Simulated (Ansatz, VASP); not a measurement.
## One calculation of NaCl, two programs

```
Na Cl
1.0
     0.12389    2.83175    2.83175
     2.95564    0.00000    2.95564
     2.83175    2.83175    0.12389
Na Cl
1 1
Direct
  0.00000 0.00000 0.00000
  0.50000 0.50000 0.50000
```

Change from the starting cell: strain +0.0875 x Voigt [0, 0, 0, 0, 1, 0], atoms carried along.

Alike in both runs: task single point; functional PBEsol; k mesh 8 × 8 × 8; occupations gaussian, width 0.05 eV; no spin polarisation.

|  | VASP | Ansatz |
| --- | --- | --- |
| version | VASP 6.6.1 | Ansatz 0.2.0 |
| potentials or method | VASP PAW PBE potentials, release 64 (Na_pv, Cl), cutoff 520 eV | scalar-relativistic, plane waves, PAW |
| valence electrons in the cell | 14 | 16 |

Ansatz gave:

| Quantity | Value |
| --- | --- |
| gap on the k mesh at the Fermi level (eV) | 4.69 |
| least direct gap on the mesh (eV) | 4.69 |
| pressure (GPa) | -0.8 |
| traceless stress, the component that is largest in VASP (GPa) | -1.06 |

Q: Which values does VASP return?

A: gap on the k mesh at the Fermi level (eV): 4.68; least direct gap on the mesh (eV): 4.68; pressure (GPa): -0.8; traceless stress, the component that is largest in VASP (GPa): -1.06.

VASP's potentials were made for PBE, not for PBEsol. With one functional, cell and mesh, what is left measures potentials, basis and numerics. VASP's potentials hold 14 valence electrons a cell and Ansatz's 16, so a difference there can come from the potentials and not from the codes.
